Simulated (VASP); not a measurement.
MnCoGe, 6 atoms in the cell. It takes space group P6_3/mmc (No. 194, hexagonal). Conventional cell: a = 4.091 Å, b = 4.091 Å, c = 5.144 Å, α = 90.00°, β = 90.00°, γ = 120.00°. Ge (site symmetry -6m2) has 5 Co at 2.36 to 2.57 Å and 6 Mn at 2.69 Å within 3.1 Å. Co (site symmetry -6m2) has 5 Ge at 2.36 to 2.57 Å and 6 Mn at 2.69 Å within 3.1 Å. Mn (site symmetry -3m) has 2 Mn at 2.57 Å and 6 Ge at 2.69 Å and 6 Co at 2.69 Å within 3.4 Å. 

- Program: VASP 6.6.1
- Task: single point
- Functional: PBEsol
- Potentials or basis: VASP PAW PBE potentials, release 64 (Ge_d, Co, Mn_pv)
- Cutoff: 520 eV
- k mesh: 6 × 6 × 5
- Occupations: fermi-dirac, width 0.05 eV
- Spin: collinear spin, ferromagnetic start
- Starting moments: [0.0, 0.0, 1.0, 1.0, 2.0, 2.0] μB
- Fixed moment: 6 μB
- Dipole correction: no
- Further INCAR settings: ALGO = Normal; EDIFF = 1e-06; NBANDS = 49

Potentials or basis: VASP PAW PBE potentials, release 64 (Ge_d, Co, Mn_pv).

Launch:

```sh
$ cat potpaw_PBE.64/Ge_d/POTCAR potpaw_PBE.64/Co/POTCAR potpaw_PBE.64/Mn_pv/POTCAR > POTCAR
$ mpirun -np 1 vasp_std > vasp.out
```

Hardware: 1 thread of AMD EPYC 7R13, on a shared host.

Q: Estimate the wall time of this run.

A: Wall time 8 min on 1 thread of AMD EPYC 7R13, with other jobs on the host, peak memory 0.25 GiB. Counts: scf iterations 16, k points 21.
